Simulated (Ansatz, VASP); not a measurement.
ZnS: VASP beside Ansatz

```xyz
6
Lattice="1.9035 1.0990 9.3549 -1.9035 1.0990 9.3549 0.0000 -2.1979 9.3549" Properties=species:S:1:pos:R:3 pbc="T T T"
Zn    0.0000    0.0000   28.0639
Zn    0.0000    0.0000    6.2381
Zn    0.0000    0.0000   12.4763
S     0.0000    0.0000    2.3369
S     0.0000    0.0000   14.8136
S     0.0000    0.0000    8.5711
```

Alike in both runs: task single point; functional LDA; k mesh 8 × 8 × 8; no spin polarisation.

|  | VASP | Ansatz |
| --- | --- | --- |
| version | VASP 6.6.1 | Ansatz 0.2.0 |
| potentials or method | VASP PAW LDA potentials, release 64 (Zn, S) | plane waves, PAW |
| plane-wave cutoff (eV) | 520 | 420 |
| occupations | gaussian, width 0.01 eV | fixed |
| valence electrons in the cell | 54 | 54 |

```tsv
	VASP	Ansatz	Ansatz less VASP
gap on the k mesh at the Fermi level (eV)	1.97	1.94	-0.031
pressure (GPa)	-3.8	-4.0	-0.20
```

LDA's correlation is that of Perdew and Zunger in VASP and of Perdew and Wang (1992) in Ansatz.
